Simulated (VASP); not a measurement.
# KCl (Pm-3m) in VASP: a series of runs

KCl is run at these levels: PBEsol; tasks: electric field gradients.

All numbers are computed with VASP 6.6.1; they aren't measurements. Logs are shortened: lines on timing, memory, paths and dates and some standing lists are left out, and cuts for length are marked.

## (1) The cell of the first run

Symmetry: Pm-3m, No. 221, cubic system. Conventional cell: a = 3.610 Å, b = 3.610 Å, c = 3.610 Å, α = 90.00°, β = 90.00°, γ = 90.00°. Within 4.1 Å of K (site symmetry m-3m) lie 8 Cl at 3.13 Å and 6 K at 3.61 Å. Cl (site symmetry m-3m) has 8 K at 3.13 Å and 6 Cl at 3.61 Å within 4.1 Å.

## (2) Electric field gradients, PBEsol (volume scaled by 0.98)

Input file INCAR:

```
SYSTEM = KCl
PREC = Accurate
ENCUT = 520
EDIFF = 1E-8
ISMEAR = -1
SIGMA = 0.01
LREAL = .FALSE.
LASPH = .TRUE.
NELM = 80
ALGO = Normal
ISIF = 2
LWAVE = .FALSE.
LCHARG = .FALSE.
GGA = PS
LEFG = .TRUE.
NBANDS = 15
```

Input file KPOINTS:

```
regular mesh
0
G
  7 7 7
  0 0 0
```

Input file POSCAR:

```
KCl
1.0
    3.6096100034      0.0000000000      0.0000000000
    0.0000000000      3.6096100034      0.0000000000
    0.0000000000      0.0000000000      3.6096100034
K Cl
1 1
Direct
    0.0000000000      0.0000000000      0.0000000000
    0.5000000000      0.5000000000      0.5000000000
```

Potentials or basis: VASP PAW PBE potentials, release 64 (K_sv, Cl).

Launch:

```bash
$ cat potpaw_PBE.64/K_sv/POTCAR potpaw_PBE.64/Cl/POTCAR > POTCAR
$ mpirun -np 1 vasp_std > vasp.out
```

OUTCAR:

```text
SYSTEM = KCl
   PREC = Accurate
   ENCUT = 520
   EDIFF = 1E-8
   ISMEAR = -1
   LREAL = .FALSE.
   LASPH = .TRUE.
   NELM = 80
   ISIF = 2
   GGA = PS

 ion  position               nearest neighbor table
   1  0.000  0.000  0.000-   2 3.13   2 3.13   2 3.13   2 3.13   2 3.13   2 3.13   2 3.13   2 3.13

   2  0.500  0.500  0.500-   1 3.13   1 3.13   1 3.13   1 3.13   1 3.13   1 3.13   1 3.13   1 3.13

  LATTYP: Found a simple cubic cell.
 ALAT       =     3.6096100034

  Lattice vectors:

 A1 = (   3.6096100034,   0.0000000000,   0.0000000000)
 A2 = (   0.0000000000,   3.6096100034,   0.0000000000)
 A3 = (   0.0000000000,   0.0000000000,   3.6096100034)

Analysis of symmetry for initial positions (statically):
=====================================================================
 Subroutine PRICEL returns:
 Original cell was already a primitive cell.

 Routine SETGRP: Setting up the symmetry group for a
 simple cubic supercell.

 Subroutine GETGRP returns: Found 48 space group operations
 (whereof 48 operations were pure point group operations)
 out of a pool of 48 trial point group operations.

The static configuration has the point symmetry O_h .

Analysis of symmetry for dynamics (positions and initial velocities):
=====================================================================
 Subroutine PRICEL returns:
 Original cell was already a primitive cell.

 Routine SETGRP: Setting up the symmetry group for a
 simple cubic supercell.

 Subroutine GETGRP returns: Found 48 space group operations
 (whereof 48 operations were pure point group operations)
 out of a pool of 48 trial point group operations.

The dynamic configuration has the point symmetry O_h .

 Subroutine INISYM returns: Found 48 space group operations
 (whereof 48 operations are pure point group operations),
 and found     1 'primitive' translations

----------------------------------------------------------------------------------------

                                     Primitive cell

  volume of cell :      47.0306

  direct lattice vectors                    reciprocal lattice vectors
     3.609610003  0.000000000  0.000000000     0.277038239  0.000000000  0.000000000
     0.000000000  3.609610003  0.000000000     0.000000000  0.277038239  0.000000000
     0.000000000  0.000000000  3.609610003     0.000000000  0.000000000  0.277038239

  length of vectors
[... 130 lines left out ...]
 Fermi energy:         0.3880603642

 k-point     1 :       0.0000    0.0000    0.0000
  band No.  band energies     occupation
      1     -27.5128      2.00000
      2     -12.8356      2.00000
      3     -10.9171      2.00000
      4     -10.9171      2.00000
      5     -10.9171      2.00000
      6      -0.1220      2.00000
      7      -0.1220      2.00000
      8      -0.1220      2.00000
      9       5.5896      0.00000
     10       6.2963      0.00000
     11       6.2963      0.00000
     12      11.1967      0.00000
     13      11.1967      0.00000
     14      11.1967      0.00000
[... 329 lines left out ...]
      2     -12.2269      2.00000
      3     -11.2001      2.00000
      4     -11.1980      2.00000
      5     -11.1980      2.00000
      6      -1.6562      2.00000
      7      -1.6562      2.00000
      8      -1.5811      2.00000
      9       8.8398      0.00000
     10       9.2047      0.00000
     11       9.2047      0.00000
     12      10.7806      0.00000
     13      10.8224      0.00000
     14      10.8224      0.00000
     15      13.4366      0.00000

------------------------ aborting loop because EDIFF is reached ----------------------------------------

  FORCE on cell =-STRESS in cart. coord.  units (eV):
  Direction    XX          YY          ZZ          XY          YZ          ZX
  --------------------------------------------------------------------------------------
  -------------------------------------------------------------------------------------
  Total        0.9039994      0.9039994      0.9039994      0.0000000     -0.0000000      0.0000000
  in kB       30.7962535     30.7962535     30.7962535      0.0000000     -0.0000000      0.0000000
  external PRESSURE =      30.7962535 kB  Pullay stress =       0.0000000 kB

 VOLUME and BASIS-vectors are now :
 -----------------------------------------------------------------------------
  energy-cutoff  :      520.00
  volume of cell :       47.03
      direct lattice vectors                 reciprocal lattice vectors
     3.609610003  0.000000000  0.000000000     0.277038239  0.000000000  0.000000000
     0.000000000  3.609610003  0.000000000     0.000000000  0.277038239  0.000000000
     0.000000000  0.000000000  3.609610003     0.000000000  0.000000000  0.277038239

 POSITION                                       TOTAL-FORCE (eV/Angst)
 -----------------------------------------------------------------------------------
      0.00000      0.00000      0.00000         0.000000      0.000000      0.000000
      1.80481      1.80481      1.80481         0.000000      0.000000      0.000000
 -----------------------------------------------------------------------------------
    total drift:                               -0.000000      0.000000      0.000000

  FREE ENERGIE OF THE ION-ELECTRON SYSTEM (eV)
  ---------------------------------------------------
  free  energy   TOTEN  =        -6.8678226303 eV

  energy  without entropy=       -6.8678226303  energy(sigma->0) =       -6.86782263

 Electric field gradients (V/A^2)
---------------------------------------------------------------------
 ion       V_xx      V_yy      V_zz      V_xy      V_xz      V_yz
---------------------------------------------------------------------
   1      -0.000    -0.000     0.000    -0.000     0.000    -0.000
   2       0.000     0.000    -0.000     0.000    -0.000    -0.000
---------------------------------------------------------------------

 Electric field gradients after diagonalization (V/A^2)
 (convention: |V_zz| > |V_xx| > |V_yy|)
----------------------------------------------------------------------
 ion       V_xx      V_yy      V_zz     asymmetry (V_yy - V_xx)/ V_zz
----------------------------------------------------------------------
   1       0.000    -0.000    -0.000       0.739
   2       0.000    -0.000     0.000      -0.519
----------------------------------------------------------------------

           NMR quadrupolar parameters

 Cq : quadrupolar parameter    Cq=e*Q*V_zz/h
 eta: asymmetry parameters     (V_yy - V_xx)/ V_zz
 Q  : nuclear electric quadrupole moment in mb (millibarn)
----------------------------------------------------------------------
 ion       Cq(MHz)       eta       Q (mb)
----------------------------------------------------------------------
   1      -0.000       0.739       1.000
   2       0.000      -0.519       1.000
----------------------------------------------------------------------
```

OSZICAR:

```text
N       E                     dE             d eps       ncg     rms          rms(c)
DAV:   1     0.105098349126E+03    0.10510E+03   -0.73979E+03   600   0.996E+02
DAV:   2    -0.183435267484E+01   -0.10693E+03   -0.98234E+02   769   0.252E+02
DAV:   3    -0.694893441908E+01   -0.51146E+01   -0.50895E+01   831   0.486E+01
DAV:   4    -0.711055139802E+01   -0.16162E+00   -0.16158E+00   842   0.796E+00
DAV:   5    -0.711214473211E+01   -0.15933E-02   -0.15933E-02   873   0.902E-01    0.379E+00
DAV:   6    -0.689550181308E+01    0.21664E+00   -0.21253E-01   712   0.335E+00    0.318E+00
DAV:   7    -0.686705340399E+01    0.28448E-01   -0.71767E-02   796   0.200E+00    0.180E+00
DAV:   8    -0.686776712450E+01   -0.71372E-03   -0.15480E-02   783   0.986E-01    0.247E-01
DAV:   9    -0.686769085310E+01    0.76271E-04   -0.49352E-04   796   0.152E-01    0.951E-02
DAV:  10    -0.686782530256E+01   -0.13445E-03   -0.19146E-04   692   0.109E-01    0.318E-02
DAV:  11    -0.686782185466E+01    0.34479E-05   -0.12754E-05   817   0.269E-02    0.105E-02
DAV:  12    -0.686782276000E+01   -0.90533E-06   -0.71140E-07   657   0.668E-03    0.232E-03
DAV:  13    -0.686782267266E+01    0.87331E-07   -0.53144E-08   802   0.202E-03    0.385E-04
DAV:  14    -0.686782261255E+01    0.60114E-07   -0.50351E-09   566   0.635E-04    0.734E-05
DAV:  15    -0.686782262461E+01   -0.12058E-07   -0.11189E-09   433   0.213E-04    0.661E-05
DAV:  16    -0.686782263030E+01   -0.56934E-08   -0.39760E-10   363   0.122E-04
   1 F= -.68678226E+01 E0= -.68678226E+01  d E =-.143246E-14
```

stdout:

```text
POSCAR found type information on POSCAR K Cl
 POSCAR found :  2 types and       2 ions
 scaLAPACK will be used
 -----------------------------------------------------------------------------
|                                                                             |
|                                                                             |
|     You enforced a specific xc type in the INCAR file but a different       |
|     I HOPE YOU KNOW WHAT YOU ARE DOING!                                     |
|                                                                             |
 -----------------------------------------------------------------------------

 LDA part: xc-table for (Slater+PW92), standard interpolation
 POSCAR, INCAR and KPOINTS ok, starting setup
 FFT: planning ... GRIDC
 FFT: planning ... GRID_SOFT
 FFT: planning ... GRID
 WAVECAR not read
 entering main loop
ion   1

ion   2
```

Wall time 7.3 s (1 thread of Intel Xeon 6975P-C (Granite Rapids), shared host); peak memory 0.15 GiB.

What came out:

```
Free energy            : -6.8678 eV
Pressure               : 3.1 GPa
Band gap on the k mesh : 5.51 eV, indirect (least direct gap 5.71 eV)
```

Levels at points of the mesh, in eV from the valence-band top:
```tsv
k point	band 5	band 6	band 7	band 8	band 9	band 10	band 11	band 12
(0.00, 0.00, 0.00)	-11.00	-0.21	-0.21	-0.21	5.51	6.21	6.21	11.11
```

Caveat: the cell differs from its parent crystal (volume scaled by 0.98); without QUAD_EFG the Cq values of the log hold for a quadrupole moment of 1 mb, not for the nuclei; the PAW data sets were made with another functional, which shifts forces and pressure a little. A k mesh can miss the band edges.

## (3) Electric field gradients, PBEsol

This run uses another cell than the first one, of 24.00 Å³/atom, 1.020 times its volume.

Input file INCAR:

```
PREC = Accurate ; ENCUT = 520
EDIFF = 1E-8 ; ISMEAR = -1
SIGMA = 0.01 ; LREAL = F
LASPH = T ; NELM = 80
ALGO = Normal ; ISIF = 2
LWAVE = F ; LCHARG = F
GGA = PS ; LEFG = T
NBANDS = 15
```

Input file KPOINTS:

```
regular mesh
0
Gamma
  7 7 7
```

Input file POSCAR:

```
KCl
1.0
    3.6340000000      0.0000000000      0.0000000000
    0.0000000000      3.6340000000      0.0000000000
    0.0000000000      0.0000000000      3.6340000000
K Cl
1 1
Direct
    0.0000000000      0.0000000000      0.0000000000
    0.5000000000      0.5000000000      0.5000000000
```

Potentials or basis: VASP PAW PBE potentials, release 64 (K_sv, Cl).

Launch:

```bash
$ cat potpaw_PBE.64/K_sv/POTCAR potpaw_PBE.64/Cl/POTCAR > POTCAR
$ mpirun -np 1 vasp_std > vasp.out
```

OUTCAR:

```text
PREC = Accurate
   ENCUT = 520
   EDIFF = 1E-8
   ISMEAR = -1
   LREAL = F
   LASPH = T
   NELM = 80
   ISIF = 2
   GGA = PS

 ion  position               nearest neighbor table
   1  0.000  0.000  0.000-   2 3.15   2 3.15   2 3.15   2 3.15   2 3.15   2 3.15   2 3.15   2 3.15

   2  0.500  0.500  0.500-   1 3.15   1 3.15   1 3.15   1 3.15   1 3.15   1 3.15   1 3.15   1 3.15

  LATTYP: Found a simple cubic cell.
 ALAT       =     3.6340000000

  Lattice vectors:

 A1 = (   3.6340000000,   0.0000000000,   0.0000000000)
 A2 = (   0.0000000000,   3.6340000000,   0.0000000000)
 A3 = (   0.0000000000,   0.0000000000,   3.6340000000)

Analysis of symmetry for initial positions (statically):
=====================================================================
 Subroutine PRICEL returns:
 Original cell was already a primitive cell.

 Routine SETGRP: Setting up the symmetry group for a
 simple cubic supercell.

 Subroutine GETGRP returns: Found 48 space group operations
 (whereof 48 operations were pure point group operations)
 out of a pool of 48 trial point group operations.

The static configuration has the point symmetry O_h .

Analysis of symmetry for dynamics (positions and initial velocities):
=====================================================================
 Subroutine PRICEL returns:
 Original cell was already a primitive cell.

 Routine SETGRP: Setting up the symmetry group for a
 simple cubic supercell.

 Subroutine GETGRP returns: Found 48 space group operations
 (whereof 48 operations were pure point group operations)
 out of a pool of 48 trial point group operations.

The dynamic configuration has the point symmetry O_h .

[... 498 lines left out ...]
      7      -1.7207      2.00000
      8      -1.6514      2.00000
      9       8.6666      0.00000
     10       9.0228      0.00000
     11       9.0228      0.00000
     12      10.5441      0.00000
     13      10.5992      0.00000
     14      10.5992      0.00000
     15      13.2099      0.00000

------------------------ aborting loop because EDIFF is reached ----------------------------------------

  FORCE on cell =-STRESS in cart. coord.  units (eV):
  Direction    XX          YY          ZZ          XY          YZ          ZX
  --------------------------------------------------------------------------------------
  -------------------------------------------------------------------------------------
  Total        0.7114490      0.7114490      0.7114490      0.0000000     -0.0000000      0.0000000
  in kB       23.7519660     23.7519660     23.7519660      0.0000000     -0.0000000      0.0000000
  external PRESSURE =      23.7519660 kB  Pullay stress =       0.0000000 kB

 VOLUME and BASIS-vectors are now :
 -----------------------------------------------------------------------------
  energy-cutoff  :      520.00
  volume of cell :       47.99
      direct lattice vectors                 reciprocal lattice vectors
     3.634000000  0.000000000  0.000000000     0.275178866  0.000000000  0.000000000
     0.000000000  3.634000000  0.000000000     0.000000000  0.275178866  0.000000000
     0.000000000  0.000000000  3.634000000     0.000000000  0.000000000  0.275178866

 POSITION                                       TOTAL-FORCE (eV/Angst)
 -----------------------------------------------------------------------------------
      0.00000      0.00000      0.00000         0.000000      0.000000      0.000000
      1.81700      1.81700      1.81700         0.000000      0.000000      0.000000
 -----------------------------------------------------------------------------------
    total drift:                               -0.000000      0.000000      0.000000

  FREE ENERGIE OF THE ION-ELECTRON SYSTEM (eV)
  ---------------------------------------------------
  free  energy   TOTEN  =        -6.8844362381 eV

  energy  without entropy=       -6.8844362381  energy(sigma->0) =       -6.88443624

 Electric field gradients (V/A^2)
---------------------------------------------------------------------
 ion       V_xx      V_yy      V_zz      V_xy      V_xz      V_yz
---------------------------------------------------------------------
   1      -0.000    -0.000    -0.000     0.000    -0.000     0.000
   2       0.000     0.000     0.000    -0.000     0.000    -0.000
---------------------------------------------------------------------

 Electric field gradients after diagonalization (V/A^2)
 (convention: |V_zz| > |V_xx| > |V_yy|)
----------------------------------------------------------------------
 ion       V_xx      V_yy      V_zz     asymmetry (V_yy - V_xx)/ V_zz
----------------------------------------------------------------------
   1      -0.000    -0.000    -0.000      -0.096
   2       0.000     0.000     0.000      -0.599
----------------------------------------------------------------------

           NMR quadrupolar parameters

 Cq : quadrupolar parameter    Cq=e*Q*V_zz/h
 eta: asymmetry parameters     (V_yy - V_xx)/ V_zz
 Q  : nuclear electric quadrupole moment in mb (millibarn)
----------------------------------------------------------------------
 ion       Cq(MHz)       eta       Q (mb)
----------------------------------------------------------------------
   1      -0.000      -0.096       1.000
   2       0.000      -0.599       1.000
----------------------------------------------------------------------
```

OSZICAR:

```text
N       E                     dE             d eps       ncg     rms          rms(c)
DAV:   1     0.104907750413E+03    0.10491E+03   -0.74973E+03   600   0.992E+02
DAV:   2    -0.163578438422E+01   -0.10654E+03   -0.97435E+02   769   0.252E+02
DAV:   3    -0.696139866982E+01   -0.53256E+01   -0.52935E+01   852   0.494E+01
DAV:   4    -0.712927108287E+01   -0.16787E+00   -0.16784E+00   851   0.866E+00
DAV:   5    -0.713042548584E+01   -0.11544E-02   -0.11544E-02   866   0.820E-01    0.363E+00
DAV:   6    -0.691232105649E+01    0.21810E+00   -0.21442E-01   733   0.330E+00    0.306E+00
DAV:   7    -0.688365898971E+01    0.28662E-01   -0.71153E-02   803   0.197E+00    0.174E+00
DAV:   8    -0.688436540364E+01   -0.70641E-03   -0.15429E-02   813   0.973E-01    0.238E-01
DAV:   9    -0.688429725081E+01    0.68153E-04   -0.51951E-04   804   0.155E-01    0.924E-02
DAV:  10    -0.688443886641E+01   -0.14162E-03   -0.19521E-04   685   0.112E-01    0.307E-02
DAV:  11    -0.688443529602E+01    0.35704E-05   -0.13794E-05   817   0.292E-02    0.107E-02
DAV:  12    -0.688443640039E+01   -0.11044E-05   -0.75924E-07   658   0.708E-03    0.236E-03
DAV:  13    -0.688443627514E+01    0.12525E-06   -0.61899E-08   803   0.202E-03    0.381E-04
DAV:  14    -0.688443622059E+01    0.54545E-07   -0.43667E-09   587   0.597E-04    0.860E-05
DAV:  15    -0.688443623815E+01   -0.17552E-07   -0.10612E-09   440   0.252E-04    0.812E-05
DAV:  16    -0.688443623807E+01    0.77989E-10   -0.38444E-10   356   0.123E-04
   1 F= -.68844362E+01 E0= -.68844362E+01  d E =-.445314E-12
```

Wall time 6.6 s (1 thread of Intel Xeon 6975P-C (Granite Rapids), shared host); peak memory 0.15 GiB.

What came out:

```yaml
Free_energy: -6.8844 eV
Pressure: 2.4 GPa
Band_gap_on_the_k_mesh: 5.40 eV, indirect (least direct gap 5.60 eV)
```

Caveat: without QUAD_EFG the Cq values of the log hold for a quadrupole moment of 1 mb, not for the nuclei; the PAW data sets were made with another functional, which shifts forces and pressure a little. As with any semilocal functional, this PBEsol gap is likely too small.
